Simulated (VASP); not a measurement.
Set up this calculation in VASP 6.6.1, as the native input.

| Quantity | Value |
| --- | --- |
| Task | relaxation of cell and atoms |
| Functional | LDA |
| Potentials or basis | VASP PAW LDA potentials, release 64 (Ag, I) |
| Cutoff | 500 eV |
| k mesh | 6 × 6 × 4 |
| Occupations | fermi-dirac, width 0.02 eV |
| Spin | no spin polarisation |
| Dipole correction | no |
| Further INCAR settings | ALGO = Normal; EDIFF = 1e-07; IBRION = 2; EDIFFG = -0.005; NSW = 80; ISIF = 3 |

The structure of AgI lies in POSCAR:

```
AgI
1.0
    4.6858691312      0.0000000000      0.0000000000
   -2.3429345656      4.0580817065      0.0000000000
    0.0000000000      0.0000000000      7.6644342282
Ag I
2 2
Direct
    0.6666666667      0.3333333333      0.6276565509
    0.3333333333      0.6666666667      0.1276565509
    0.6666666667      0.3333333333      0.0023434491
    0.3333333333      0.6666666667      0.5023434491
```

One way to write it, as run:

INCAR

```
SYSTEM = AgI
PREC = Accurate
ENCUT = 500
EDIFF = 1E-7
ISMEAR = -1
SIGMA = 0.02
LREAL = .FALSE.
LASPH = .TRUE.
NELM = 120
ALGO = Normal
ISIF = 3
LWAVE = .FALSE.
LCHARG = .FALSE.
GGA = CA
IBRION = 2
NSW = 80
EDIFFG = -0.005
GGA_COMPAT = .FALSE.
NELMIN = 4
```

KPOINTS

```
regular mesh
0
G
  6 6 4
  0 0 0
```

Potentials or basis: VASP PAW LDA potentials, release 64 (Ag, I).

Launch:

```sh
$ cat potpaw_LDA.64/Ag/POTCAR potpaw_LDA.64/I/POTCAR > POTCAR
$ mpirun -np 1 vasp_std > vasp.out
```

Results of the run:

The relaxed volume is 31.97 Å³/atom. The relaxed cell is a = 4.487 Å, b = 4.487 Å, c = 7.335 Å, α = 90.00°, β = 90.00°, γ = 120.00° and the space group after relaxing (to 0.1 Å) is P6_3mc (No. 186). The energy gained by relaxing is 60.7 meV/atom and the ionic steps are 3. The pressure after relaxing is 0.0 GPa. The band gap on the k mesh is 1.13 eV.

Caveat: spin-orbit coupling is left out, which moves the levels of the heavy elements.

Wall time 67 s on 1 thread of Intel(R) Xeon(R) 6975P-C (Granite Rapids), with other jobs on the host, peak memory 0.25 GiB.
